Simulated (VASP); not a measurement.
# Hf (I4/mmm) in VASP: notebook

The runs below take Hf through single point, with PBEsol.

Everything below comes from runs of VASP 6.6.1. Logs are shortened: lines on timing, memory, paths and dates and some standing lists are left out, and cuts for length are marked.

**1. The cell of the first run**

It takes space group I4/mmm (No. 139, tetragonal). Conventional cell: a = 3.265 Å, b = 3.265 Å, c = 4.085 Å, α = 90.00°, β = 90.00°, γ = 90.00°. Hf (site symmetry 4/mmm) has 14 Hf at 3.08 to 4.08 Å within 4.1 Å.

**2. Single point, PBEsol (strain +0.040 along x and y, -0.080 along z)**

Contents of INCAR:

```
SYSTEM = Hf
PREC = Accurate ; ENCUT = 520
EDIFF = 1E-6 ; ISMEAR = 0
SIGMA = 0.15 ; LREAL = .False.
LASPH = .True. ; NELM = 100
ALGO = Normal ; ISIF = 2
LWAVE = .False. ; LCHARG = .False.
GGA = PS ; NBANDS = 11
```

Contents of KPOINTS:

```
Automatic mesh
0
Gamma
  18 18 18
  0 0 0
```

Contents of POSCAR:

```
Hf
1.0
    0.0000000000      2.3088000000      2.0424000000
    2.3088000000      0.0000000000      2.0424000000
    2.3088000000      2.3088000000      0.0000000000
Hf
1
Direct
    0.0000000000      0.0000000000      0.0000000000
```

Potentials or basis: VASP PAW PBE potentials, release 64 (Hf_pv).

Command:

```
$ cat potpaw_PBE.64/Hf_pv/POTCAR > POTCAR
$ mpirun -np 1 vasp_std > vasp.out
```

OUTCAR:

```text
SYSTEM = Hf
   PREC = Accurate
   ENCUT = 520
   EDIFF = 1E-6
   ISMEAR = 0
   LREAL = .False.
   LASPH = .True.
   NELM = 100
   ISIF = 2
   GGA = PS

 ion  position               nearest neighbor table
   1  0.000  0.000  0.000-

  LATTYP: Found a body centered tetragonal cell.
 ALAT       =     3.2651362728
 C/A-ratio  =     1.2510350744

  Lattice vectors:

 A1 = (   0.0000000000,  -2.3088000000,  -2.0424000000)
 A2 = (   0.0000000000,   2.3088000000,  -2.0424000000)
 A3 = (   2.3088000000,   0.0000000000,   2.0424000000)

Analysis of symmetry for initial positions (statically):
=====================================================================
 Subroutine PRICEL returns:
 Original cell was already a primitive cell.

 Routine SETGRP: Setting up the symmetry group for a
 body centered tetragonal supercell.

 Subroutine GETGRP returns: Found 16 space group operations
 (whereof 16 operations were pure point group operations)
 out of a pool of 16 trial point group operations.

The static configuration has the point symmetry D_4h.

Analysis of symmetry for dynamics (positions and initial velocities):
=====================================================================
 Subroutine PRICEL returns:
 Original cell was already a primitive cell.

 Routine SETGRP: Setting up the symmetry group for a
 body centered tetragonal supercell.

 Subroutine GETGRP returns: Found 16 space group operations
 (whereof 16 operations were pure point group operations)
 out of a pool of 16 trial point group operations.

The dynamic configuration has the point symmetry D_4h.

 Subroutine INISYM returns: Found 16 space group operations
 (whereof 16 operations are pure point group operations),
 and found     1 'primitive' translations

----------------------------------------------------------------------------------------

                                     Primitive cell

  volume of cell :      21.7743

  direct lattice vectors                    reciprocal lattice vectors
     0.000000000  2.308800000  2.042400000    -0.216562717  0.216562717  0.244810027
     2.308800000  0.000000000  2.042400000     0.216562717 -0.216562717  0.244810027
     2.308800000  2.308800000  0.000000000     0.216562717  0.216562717 -0.244810027

  length of vectors
     3.082524160  3.082524160  3.265136273     0.392085156  0.392085156  0.392085156

  position of ions in fractional coordinates (direct lattice)
     0.000000000  0.000000000  0.000000000

  ion indices of the primitive-cell ions
   primitive index   ion index
                 1           1

----------------------------------------------------------------------------------------

 KPOINTS: Automatic mesh

Automatic generation of k-mesh.
 Grid dimensions read from file:
 generate k-points for:   18   18   18

 Generating k-lattice:

  Cartesian coordinates                     Fractional coordinates (reciprocal lattice)
    -0.012031262  0.012031262  0.013600557     0.055555556  0.000000000  0.000000000
     0.012031262 -0.012031262  0.013600557     0.000000000  0.055555556  0.000000000
     0.012031262  0.012031262 -0.013600557    -0.000000000 -0.000000000  0.055555556

  Length of vectors
     0.021782509  0.021782509  0.021782509

  Shift w.r.t. Gamma in fractional coordinates (k-lattice)
     0.000000000  0.000000000  0.000000000

 Subroutine IBZKPT returns following result:
 ===========================================

 Found    480 irreducible k-points:

 Following reciprocal coordinates:
            Coordinates               Weight
  0.000000  0.000000  0.000000      1.000000
  0.055556  0.000000  0.000000      8.000000
  0.111111  0.000000  0.000000      8.000000
  0.166667  0.000000  0.000000      8.000000
  0.222222  0.000000  0.000000      8.000000
  0.277778  0.000000  0.000000      8.000000
[... 16 lines left out ...]
 -0.277778  0.055556  0.000000      8.000000
 -0.222222  0.055556  0.000000      8.000000
 [... further k-points ...]
   k-points           NKPTS =    480   k-points in BZ     NKDIM =    480   number of bands    NBANDS=     11
   number of dos      NEDOS =    301   number of ions     NIONS =      1
   total plane-waves  NPLWV =  13824
   dimension x,y,z NGX =    24 NGY =   24 NGZ =   24
   dimension x,y,z NGXF=    48 NGYF=   48 NGZF=   48
   ions per type =               1
   NGX,Y,Z   is equivalent  to a cutoff of  12.94, 12.94, 12.22 a.u.
   NGXF,Y,Z  is equivalent  to a cutoff of  25.89, 25.89, 24.44 a.u.
 SYSTEM =  Hf
   PREC   = accura    normal or accurate (medium, high low for compatibility)
   ISTART =      0    job   : 0-new  1-cont  2-samecut
   ICHARG =      2    charge: 1-file 2-atom 10-const
   ISPIN  =      1    spin polarized calculation?
   LNONCOLLINEAR =      F non collinear calculations
   LSORBIT =      F    spin-orbit coupling
   LASPH  =      T    aspherical Exc in radial PAW
   ENCUT  =  520.0 eV  38.22 Ry    6.18 a.u.   5.73  5.73  6.07*2*pi/ulx,y,z
   NELM   =    100;   NELMIN=  2; NELMDL= -5     # of ELM steps
   EDIFF  = 0.1E-05   stopping-criterion for ELM
   LREAL  =      F    real-space projection
   EDIFFG = 0.1E-04   stopping-criterion for IOM
   NSW    =      0    number of steps for IOM
   IBRION =     -1    ionic relax: 0-MD 1-quasi-New 2-CG
   NFREE  =      0    steps in history (QN), initial steepest desc. (CG)
   ISIF   =      2    stress and relaxation
   ISYM   =      2    0-nonsym 1-usesym 2-fastsym
   POTIM  = 0.5000    time-step for ionic-motion
   TEBEG  =    0.0;   TEEND  =   0.0 temperature during run
   PSTRESS=    0.0 pullay stress
   NELECT =      10.0000    total number of electrons
   NUPDOWN=      -1.0000    fix difference up-down
   EMIN   =  10.00;   EMAX   =-10.00  energy-range for DOS
   EFERMI =   0.00;   METHOD = LEGACY
   ISMEAR =     0;   SIGMA  =   0.15  broadening in eV -4-tet -1-fermi 0-gaus
   EFERMI_NEDOS =   21; number of points for ismear=-14 and -15
   IALGO  =     38    algorithm
   IMIX   =      4    mixing-type and parameters
     AMIX     =   0.40;   BMIX     =  1.00
     AMIX_MAG =   1.60;   BMIX_MAG =  1.00
  volume/ion in A,a.u.               =      21.77       146.94
  Fermi-wavevector in a.u.,A,eV,Ry     =   1.263069  2.386854 21.705958  1.595343
  Thomas-Fermi vector in A             =   2.396445
   LORBIT       =      0    0 simple, 1 ext, 2 COOP (PROOUT), +10 PAW based schemes
   GGA     = PS    functional components
   LHFCALC =     F    Hartree Fock is set to
   AEXX    =    0.0000 exact exchange contribution
   IVDW    =     0    specifies the selected vdW correction
   LEPSILON=     F    determine dielectric tensor
   LRPA    =     F    only Hartree local field effects (RPA)
 non-spin polarized calculation
 Gauss-broadening in eV      SIGMA  =   0.15
  energy-cutoff  :      520.00
  volume of cell :       21.77
 maximum number of plane-waves:       603
   NGX = 11   NGY = 11   NGZ = 13

 number of electron      10.0000001 magnetization

 Free energy of the ion-electron system (eV)
  ---------------------------------------------------
  ext. energy  EPLUGINS =         0.00000000
  ---------------------------------------------------
  free energy    TOTEN  =       -10.40988697 eV

  energy without entropy =      -10.39087051  energy(sigma->0) =      -10.40037874

 E-fermi :   4.7346     XC(G=0): -11.5174

 val. band max:        4.7316741520   @ k =  -0.1111   0.0556   0.1667
 cond. band min:       4.7537928928   @ k =   0.2778   0.1667   0.0556
 fundamental gap:      0.0221187407
 Fermi energy:         4.7346489310

 k-point     1 :       0.0000    0.0000    0.0000
  band No.  band energies     occupation
      1     -25.1010      2.00000
      2     -25.1010      2.00000
      3     -25.0968      2.00000
      4      -2.5364      2.00000
      5       5.8423      0.00000
      6       5.8423      0.00000
      7       7.1508      0.00000
      8       7.9738      0.00000
      9       9.7541      0.00000
     10      16.4499      0.00000
     11      17.9081      0.00000

 k-point     2 :       0.0556    0.0000    0.0000
  band No.  band energies     occupation
      1     -25.1287      2.00000
      2     -25.1070      2.00000
      3     -25.0998      2.00000
      4      -2.4234      2.00000
      5       5.8057      0.00000
      6       5.8900      0.00000
      7       7.1175      0.00000
      8       7.9449      0.00000
      9       9.6732      0.00000
     10      16.7030      0.00000
     11      17.9076      0.00000

 k-point     3 :       0.1111    0.0000    0.0000
  band No.  band energies     occupation
      1     -25.2123      2.00000
      2     -25.1240      2.00000
      3     -25.1039      2.00000
      4      -2.0946      2.00000
      5       5.6560      0.00000
      6       5.9942      0.00000
      7       7.0922      0.00000
      8       7.9143      0.00000
      9       9.4757      0.00000
     10      17.3535      0.00000
     11      17.9056      0.00000

 k-point     4 :       0.1667    0.0000    0.0000
  band No.  band energies     occupation
      1     -25.3381      2.00000
      2     -25.1501      2.00000
      3     -25.1100      2.00000
      4      -1.5805      2.00000
      5       5.3717      0.00000
      6       6.0420      0.00000
      7       7.1612      0.00000
      8       8.0366      0.00000
      9       9.2712      0.00000
     10      17.6910      0.00000
     11      17.9167      0.00000
[... 239 lines left out ...]
 k-point    22 :      -0.3333    0.0556    0.0000
  band No.  band energies     occupation
      1     -25.8075      2.00000
      2     -25.2496      2.00000
      3     -25.1691      2.00000
      4       0.5741      2.00000
      5       4.7802      0.66733
      6       5.5524      0.00000
      7       6.8675      0.00000
      8       9.7525      0.00000
      9      10.3465      0.00000
     10      15.8133      0.00000
     11      17.6785      0.00000

 k-point    23 :      -0.2778    0.0556    0.0000
  band No.  band energies     occupation
      1     -25.6703      2.00000
      2     -25.2175      2.00000
      3     -25.1642      2.00000
      4      -0.0049      2.00000
      5       4.7778      0.68426
      6       5.7857      0.00000
      7       6.9556      0.00000
      8       8.8842      0.00000
      9       9.9471      0.00000
     10      16.5690      0.00000
     11      17.9045      0.00000

 k-point    24 :      -0.2222    0.0556    0.0000
  band No.  band energies     occupation
      1     -25.5176      2.00000
      2     -25.1836      2.00000
      3     -25.1565      2.00000
      4      -0.6857      2.00000
      5       4.9508      0.04153
      6       6.0271      0.00000
      7       7.0793      0.00000
      8       8.1651      0.00000
      9       9.6096      0.00000
     10      17.3597      0.00000
     11      17.9165      0.00000

 [... further k-points ...]

------------------------ aborting loop because EDIFF is reached ----------------------------------------

  FORCE on cell =-STRESS in cart. coord.  units (eV):
  Direction    XX          YY          ZZ          XY          YZ          ZX
  --------------------------------------------------------------------------------------
  -------------------------------------------------------------------------------------
  Total       -0.4223830     -0.4223830      0.2258234      0.0000000      0.0000000     -0.0000000
  in kB      -31.0794669    -31.0794669     16.6163645      0.0000000      0.0000000     -0.0000000
  external PRESSURE =     -15.1808564 kB  Pullay stress =       0.0000000 kB

 VOLUME and BASIS-vectors are now :
 -----------------------------------------------------------------------------
  energy-cutoff  :      520.00
  volume of cell :       21.77
      direct lattice vectors                 reciprocal lattice vectors
     0.000000000  2.308800000  2.042400000    -0.216562717  0.216562717  0.244810027
     2.308800000  0.000000000  2.042400000     0.216562717 -0.216562717  0.244810027
     2.308800000  2.308800000  0.000000000     0.216562717  0.216562717 -0.244810027

 POSITION                                       TOTAL-FORCE (eV/Angst)
 -----------------------------------------------------------------------------------
      0.00000      0.00000      0.00000         0.000000      0.000000      0.000000
 -----------------------------------------------------------------------------------
    total drift:                               -0.000000      0.000000     -0.000000

  FREE ENERGIE OF THE ION-ELECTRON SYSTEM (eV)
  ---------------------------------------------------
  free  energy   TOTEN  =       -10.4098869724 eV

  energy  without entropy=      -10.3908705060  energy(sigma->0) =      -10.40037874
```

Run time: 89 s. Hardware: 1 thread of Intel Xeon 8259CL, shared host; peak memory 0.23 GiB.

Results:

| Item | Value |
| --- | --- |
| Free energy | -10.4099 eV |
| Pressure | -1.5 GPa |
| Band gap on the k mesh | zero (bands 5 and 6 overlap by 2.13 eV) |

Caveat: the cell differs from its parent crystal (strain +0.040 along x and y, -0.080 along z); the PAW data sets were made with another functional, which shifts forces and pressure a little; spin-orbit coupling is left out, which moves the levels of the heavy elements.

(Continued in part 2 of 3.)
